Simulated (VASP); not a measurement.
GaSb:

```
CELL_PARAMETERS angstrom
0.00000 3.06588 3.06588
3.06588 0.00000 3.06588
3.06588 3.06588 0.00000
ATOMIC_POSITIONS crystal
Ga 0.00000 0.00000 0.00000
Sb 0.25000 0.25000 0.25000
```

Base run:

- Program: VASP 6.6.1
- Functional: r2SCAN
- Potentials or basis: VASP PAW PBE potentials, release 64 (Ga_d, Sb)
- Cutoff: 520 eV
- k mesh: 8 × 8 × 8
- Occupations: fermi-dirac, width 0.02 eV
- Spin: no spin polarisation

Its results: band gap on the k mesh 0.40 eV; pressure 0.1 GPa.

Problem. The run is repeated on the same cell with these changes: functional from r2SCAN to PBE; further incar settings from ALGO = Normal; EDIFF = 1e-07; NBANDS = 16 to ALGO = Normal; EDIFF = 1e-06; NBANDS = 16. What comes out?

Solution. Band gap on the k mesh zero (filled and empty bands touch); pressure 2.0 GPa.

Caveats: spin-orbit coupling is left out, which moves the levels of the heavy elements; the PAW data sets were made with another functional, which shifts forces and pressure a little (at least some runs); semilocal functionals underestimate gaps, so a narrow gap can read as zero (at least some runs).

A k mesh can miss the band edges.
